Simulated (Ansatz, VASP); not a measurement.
One calculation of Ta4C3, two programs

INCAR

```
  PREC = Accurate
  ENCUT = 520
  EDIFF = 1E-7
  ISMEAR = 0
  SIGMA = 0.15
  LREAL = False
  LASPH = True
  NELM = 100
  ALGO = Fast
  ISIF = 2
  LWAVE = False
  LCHARG = False
  GGA = PS
  NBANDS = 69
```

The input KPOINTS:

```
regular mesh
0
Gamma
  9 9 5
```

The input POSCAR:

```
Ta4C3
1.0
    0.0000000000     -4.4026022057      0.0000000000
    0.0000000000      0.0000000000     -4.4026022057
    8.8052044115     -1.1006505514      1.1006505514
Ta C
8 6
Direct
    0.2812500000      0.7187500000      0.8750000000
    0.4062500000      0.5937500000      0.3750000000
    0.9687500000      0.5312500000      0.1250000000
    0.8437500000      0.6562500000      0.6250000000
    0.4687500000      1.0312500000      0.1250000000
    0.3437500000      1.1562500000      0.6250000000
   -0.0937500000      0.0937500000      0.3750000000
   -0.2187500000      0.2187500000      0.8750000000
   -0.0312500000      1.0312500000      0.1250000000
   -0.1562500000      1.1562500000      0.6250000000
    0.2812500000      1.2187500000      0.8750000000
    0.4062500000      1.0937500000      0.3750000000
   -0.2187500000      0.7187500000      0.8750000000
   -0.0937500000      0.5937500000      0.3750000000
```

Input for Ansatz:

```yaml
crystal:
  lattice:
    - [0.0, -4.4026022057, 0.0]
    - [0.0, 0.0, -4.4026022057]
    - [8.8052044115, -1.1006505514, 1.1006505514]
  atoms:
    - { symbol: Ta, position: [0.28125, 0.71875, 0.875] }
    - { symbol: Ta, position: [0.40625, 0.59375, 0.375] }
    - { symbol: Ta, position: [0.96875, 0.53125, 0.125] }
    - { symbol: Ta, position: [0.84375, 0.65625, 0.625] }
    - { symbol: Ta, position: [0.46875, 1.03125, 0.125] }
    - { symbol: Ta, position: [0.34375, 1.15625, 0.625] }
    - { symbol: Ta, position: [-0.09375, 0.09375, 0.375] }
    - { symbol: Ta, position: [-0.21875, 0.21875, 0.875] }
    - { symbol: C, position: [-0.03125, 1.03125, 0.125] }
    - { symbol: C, position: [-0.15625, 1.15625, 0.625] }
    - { symbol: C, position: [0.28125, 1.21875, 0.875] }
    - { symbol: C, position: [0.40625, 1.09375, 0.375] }
    - { symbol: C, position: [-0.21875, 0.71875, 0.875] }
    - { symbol: C, position: [-0.09375, 0.59375, 0.375] }
basis:
  ecutwfc: 420
kpoints:
  mp_grid: { grid: [9, 9, 5] }
hamiltonian:
  xc: pbesol
scf:
  occupations: { method: gaussian, width: 0.15 }
output:
  forces: true
  stress: true
  eigenvalues: true
```

Alike in both runs: task single point; functional PBEsol; k mesh 9 × 9 × 5; occupations gaussian, width 0.15 eV; no spin polarisation.

|  | VASP | Ansatz |
| --- | --- | --- |
| version | VASP 6.6.1 | Ansatz 0.2.0 |
| potentials or method | VASP PAW PBE potentials, release 64 (Ta_pv, C), cutoff 520 eV | scalar-relativistic, plane waves, PAW |
| valence electrons in the cell | 112 | 128 |

VASP gave:

```
gap on the k mesh at the Fermi level (eV)                     : none
pressure (GPa)                                                : 3.4
traceless stress, the component that is largest in VASP (GPa) : 6.21
rms of the force components (eV/Å)                            : 0.981
```

Which values does Ansatz return?

gap on the k mesh at the Fermi level (eV): none; pressure (GPa): 2.7; traceless stress, the component that is largest in VASP (GPa): 6.22; rms of the force components (eV/Å): 0.981.

VASP's potentials were made for PBE, not for PBEsol. Atom by atom the forces differ by 0.005 eV/Å (rms over components). A gap of «none» marks a metal or a gap that the smearing closes. The functional is the same, so the differences come from potentials, cutoffs and numerics. VASP's potentials hold 112 valence electrons a cell and Ansatz's 128, so a difference there can come from the potentials and not from the codes.

Neither program's run includes spin-orbit coupling.
